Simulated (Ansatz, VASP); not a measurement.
## SnSe2 in VASP and in Ansatz

```xyz
3
Lattice="3.8110 0.0000 0.0000 -1.9055 3.3004 0.0000 0.0000 0.0000 6.1360" Properties=species:S:1:pos:R:3 pbc="T T T"
Sn    0.0000    0.0000    0.0000
Se    1.9055    1.1001    4.6081
Se    0.0000    2.2003    1.5279
```

Alike in both runs: functional BLYP; k mesh 5 × 5 × 3; occupations fermi-dirac, width 0.05 eV; no spin polarisation.

|  | VASP | Ansatz |
| --- | --- | --- |
| version | VASP 6.6.1 | Ansatz 0.2.0 |
| potentials or method | VASP PAW PBE potentials, release 64 (Sn_d, Se) | Ansatz PAW |
| plane-wave cutoff (eV) | 520 | 420 |
| valence electrons in the cell | 26 | 46 |
| task | single point | projected density of states |

```csv
,VASP,Ansatz,Ansatz less VASP
gap on the k mesh at the Fermi level (eV),0.80,0.79,-0.004
least direct gap on the mesh (eV),1.05,1.03,-0.018
pressure (GPa),10.0,9.7,-0.25
"traceless stress, the component that is largest in VASP (GPa)",-0.07,-0.06,+0.010
rms of the force components (eV/Å),0.495,0.478,-0.0170
```

VASP's potentials were made for PBE, not for BLYP. Atom by atom the forces differ by 0.017 eV/Å (rms over components). With one functional, cell and mesh, what is left measures potentials, basis and numerics. VASP's potentials hold 26 valence electrons a cell and Ansatz's 46, so a difference there can come from the potentials and not from the codes.

Noted on Ansatz's run: odd divisions of the mesh miss points on the zone boundary, where band edges often lie, so the gap on the mesh can be too wide.
